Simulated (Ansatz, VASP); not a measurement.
## Two plane-wave programs on K2S

File INCAR:

```
PREC     = Accurate       # precision mode
ENCUT    = 500            # plane-wave cutoff, eV
EDIFF    = 1E-6           # SCF threshold, eV
ISMEAR   = 0              # smearing method
SIGMA    = 0.05           # smearing width, eV
LREAL    = False          # projectors in reciprocal space
LASPH    = True           # aspherical terms in the spheres
NELM     = 120            # most SCF steps
ALGO     = Normal         # electronic algorithm
ISIF     = 2              # what is computed and relaxed
LWAVE    = False          # write WAVECAR
LCHARG   = False          # write CHGCAR
NBANDS   = 19             # bands
GGA_COMPAT= False
```

File KPOINTS:

```
Automatic mesh
0
Gamma
  4 4 4
```

The input POSCAR:

```
K2S
1.0
    0.0000000000      3.5322289469      3.5322289469
    3.5322289469      0.0000000000      3.5322289469
    3.5322289469      3.5322289469      0.0000000000
S K
1 2
Direct
    0.0000000000      0.0000000000      0.0000000000
    0.2500000000      0.2500000000      0.2500000000
    0.7500000000      0.7500000000      0.7500000000
```

Input for Ansatz:

```yaml
crystal:
  lattice:
    - [0.0, 3.5322289469, 3.5322289469]
    - [3.5322289469, 0.0, 3.5322289469]
    - [3.5322289469, 3.5322289469, 0.0]
  atoms:
    - { symbol: S, position: [0.0, 0.0, 0.0] }
    - { symbol: K, position: [0.25, 0.25, 0.25] }
    - { symbol: K, position: [0.75, 0.75, 0.75] }
basis:
  ecutwfc: 420
kpoints:
  mp_grid: { grid: [4, 4, 4] }
hamiltonian:
  xc: lda
scf:
  occupations: { method: gaussian, width: 0.05 }
output:
  forces: true
  stress: true
  eigenvalues: true
```

Alike in both runs: task single point; functional LDA; k mesh 4 × 4 × 4; occupations gaussian, width 0.05 eV; no spin polarisation.

```csv
,VASP,Ansatz
version,VASP 6.6.1,Ansatz 0.2.0
potentials or method,"VASP PAW LDA potentials, release 64 (S, K_sv), cutoff 500 eV","scalar-relativistic, plane waves, PAW"
valence electrons in the cell,24,24
```

|  | VASP | Ansatz | Ansatz less VASP |
| --- | --- | --- | --- |
| gap on the k mesh at the Fermi level (eV) | 2.44 | 2.44 | -0.005 |
| least direct gap on the mesh (eV) | 2.82 | 2.81 | -0.004 |
| pressure (GPa) | 1.5 | 1.4 | -0.11 |

LDA's correlation is that of Perdew and Zunger in VASP and of Perdew and Wang (1992) in Ansatz.
